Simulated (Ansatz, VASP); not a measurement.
**TiC: VASP and Ansatz over several settings**

```
CELL_PARAMETERS angstrom
0.00000 2.13645 2.13645
2.13645 0.00000 2.13645
2.13645 2.13645 0.00000
ATOMIC_POSITIONS crystal
Ti 0.00000 0.00000 0.00000
C 0.50000 0.50000 0.50000
```

Single points on this cell with VASP 6.6.1 and Ansatz 0.2.0. Each row is one pair of runs. Alike in all rows: spin: off; k mesh: 11 × 11 × 11; smearing: fermi-dirac, width 0.05 eV.

```tsv
level	VASP's potentials, cutoff	Ansatz's potentials, cutoff	gap on the k mesh at the Fermi level (eV), VASP	gap on the k mesh at the Fermi level (eV), Ansatz	pressure (GPa), VASP	pressure (GPa), Ansatz
LDA	VASP PAW LDA potentials, release 64 (Ti_sv, C), 520 eV	Ansatz PAW, 420 eV	none	none	-1.6	-2.3
r2SCAN	VASP PAW PBE potentials, release 64 (Ti_sv, C), 520 eV	Ansatz PAW, 500 eV	none	none	11.9	10.9
LDA	VASP PAW LDA potentials, release 64 (Ti_sv, C), 520 eV	JTH PAW LDA, 1230 eV	none	none	-1.6	-1.5
r2SCAN+D4	VASP PAW PBE potentials, release 64 (Ti_sv, C), 520 eV	Ansatz PAW, 500 eV	none	none	10.0	9.0
r2SCAN	VASP PAW PBE potentials, release 64 (Ti_sv, C_h), 910 eV	Ansatz PAW, 500 eV	none	none	-	-
```

Pressure (GPa): the two programs differ by at most 1.06.

A gap of «none» marks a metal or a gap that the smearing closes.

Noted on VASP's runs: the cutoff is short for stress, so the pressure is rough.
